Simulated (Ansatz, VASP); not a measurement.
## SiNi3: VASP beside Ansatz

```
CELL_PARAMETERS angstrom
3.50626 0.00000 0.00000
0.00000 3.50626 0.00000
0.00000 0.00000 7.01252
ATOMIC_POSITIONS crystal
Si 0.00000 0.00000 0.00000
Si 0.00000 0.00000 0.50000
Ni 0.00000 0.50000 0.24572
Ni 0.00000 0.50000 0.74572
Ni 0.50000 0.00000 0.25428
Ni 0.50000 0.00000 0.75428
Ni 0.50000 0.50000 0.00000
Ni 0.50000 0.50000 0.50000
```

Change from the starting cell: mode 9 (194.3 1/cm) frozen in, largest displacement +0.030 Å.

Alike in both runs: task single point; functional PBE; k mesh 14 × 14 × 8; occupations gaussian, width 0.15 eV; no spin polarisation.

|  | VASP | Ansatz |
| --- | --- | --- |
| version | VASP 6.6.1 | Ansatz 0.2.0 |
| potentials or method | VASP PAW PBE potentials, release 64 (Si, Ni), cutoff 520 eV | scalar-relativistic, plane waves, PAW |
| valence electrons in the cell | 68 | 116 |

Ansatz gave:

```
gap on the k mesh at the Fermi level (eV) : none
pressure (GPa)                            : 0.1
rms of the force components (eV/Å)        : 0.100
```

**Question.** Which values does VASP return?

**Answer.** gap on the k mesh at the Fermi level (eV): none; pressure (GPa): 0.1; rms of the force components (eV/Å): 0.099.

Atom by atom the forces differ by 0.001 eV/Å (rms over components). A gap of «none» marks a metal or a gap that the smearing closes. With one functional, cell and mesh, what is left measures potentials, basis and numerics. VASP's potentials hold 68 valence electrons a cell and Ansatz's 116, so a difference there can come from the potentials and not from the codes.
